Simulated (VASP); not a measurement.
Input of a VASP 6.6.1 run:

INCAR

```
SYSTEM = TaAgS2
ALGO = Normal
EDIFF = 1E-7
ENCUT = 520
GGA = PE
ISIF = 2
ISMEAR = 0
ISPIN = 2
LASPH = .TRUE.
LCHARG = .TRUE.
LELF = .TRUE.
LMAXMIX = 4
LORBIT = 11
LREAL = .FALSE.
LVHAR = .TRUE.
LWAVE = .FALSE.
MAGMOM = 1 1 0 0
NBANDS = 29
NELM = 150
PREC = Accurate
SIGMA = 0.1
```

Contents of KPOINTS:

```
k-points
0
G
  6 6 2
  0 0 0
```

POSCAR

```
TaAgS2
1.0
    3.3093475565      0.0000000000      0.0000000000
   -1.6546737782      2.8659790538      0.0000000000
    0.0000000000      0.0000000000      7.7407932102
Ta Ag S
1 1 2
Direct
    0.0000000000      0.0000000000      0.5000000000
    0.0000000000      0.0000000000      0.0000000000
    0.3333333333      0.6666666667      0.2933040722
    0.6666666667      0.3333333333      0.7066959278
```

Potentials or basis: VASP PAW PBE potentials, release 64 (Ta_pv, Ag, S).

Launch:

```sh
$ cat potpaw_PBE.64/Ta_pv/POTCAR potpaw_PBE.64/Ag/POTCAR potpaw_PBE.64/S/POTCAR > POTCAR
$ mpirun -np 1 vasp_std > vasp.out
```

Task: Estimate the band gap on the k mesh.

Result: Zero (filled and empty bands overlap).

Task: Predict the net moment.

Result: 0.00 μB per cell.

Task: Estimate the pressure.

Result: 0.0 GPa.

Stress tensor (GPa, compression positive):
```
 0.33  0.00  0.00
 0.00  0.33  0.00
 0.00  0.00 -0.53
```

Caveat: the k points lie up to 0.41 Å⁻¹ apart, too coarse for converged energies and pressures of a metal; spin-orbit coupling is left out, which moves the levels of the heavy elements.
